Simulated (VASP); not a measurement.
Set up this calculation in VASP 6.6.1, as the native input.

- Task: relaxation of cell and atoms
- Functional: PBE
- Potentials or basis: VASP PAW PBE potentials, release 64 (Ta_pv)
- Cutoff: 600 eV
- k mesh: 18 × 18 × 18
- Occupations: fermi-dirac, width 0.08 eV
- Spin: no spin polarisation
- Target pressure: 480 GPa
- Dipole correction: no
- Further INCAR settings: ALGO = Normal; EDIFF = 1e-06; IBRION = 2; EDIFFG = -0.005; NSW = 60; ISIF = 3

The structure of Ta lies in POSCAR:

```
Ta
1.0
    2.1124715910      0.0000000000      0.0000000000
    0.0000000000      2.1124715910      0.0000000000
    0.0000000000      0.0000000000      2.1124715910
Ta
1
Direct
    0.0000000000      0.0000000000      0.0000000000
```

The input as run:

INCAR

```
SYSTEM = Ta
ALGO = Normal
EDIFF = 1E-6
EDIFFG = -0.005
ENCUT = 600
GGA = PE
IBRION = 2
ISIF = 3
ISMEAR = -1
LASPH = .TRUE.
LCHARG = .FALSE.
LREAL = .FALSE.
LWAVE = .FALSE.
NELM = 100
NSW = 60
PREC = Accurate
PSTRESS = 4800.0
SIGMA = 0.08
```

KPOINTS

```
k-points
0
G
  18 18 18
  0 0 0
```

Potentials or basis: VASP PAW PBE potentials, release 64 (Ta_pv).

Run with:

```sh
$ cat potpaw_PBE.64/Ta_pv/POTCAR > POTCAR
$ mpirun -np 1 vasp_std > vasp.out
```

It gave:

```
Relaxed volume                                         : 9.85 Å³/atom
Relaxed cell                                           : a = 2.143 Å, b = 2.143 Å, c = 2.143 Å, α = 90.00°, β = 90.00°, γ = 90.00°
Space group after relaxing (to 0.05 Å)                 : Pm-3m (No. 221)
Energy change on relaxing (the enthalpy is what falls) : -1354.3 meV/atom
Ionic steps                                            : 18
Pressure after relaxing                                : 479.9 GPa
```

Caveat: the cell is relaxed towards a set pressure, so the enthalpy falls and the energy may rise.

Run time: 2.3 min on 1 thread of Intel Xeon 8259CL, on a shared host, peak memory 0.16 GiB.
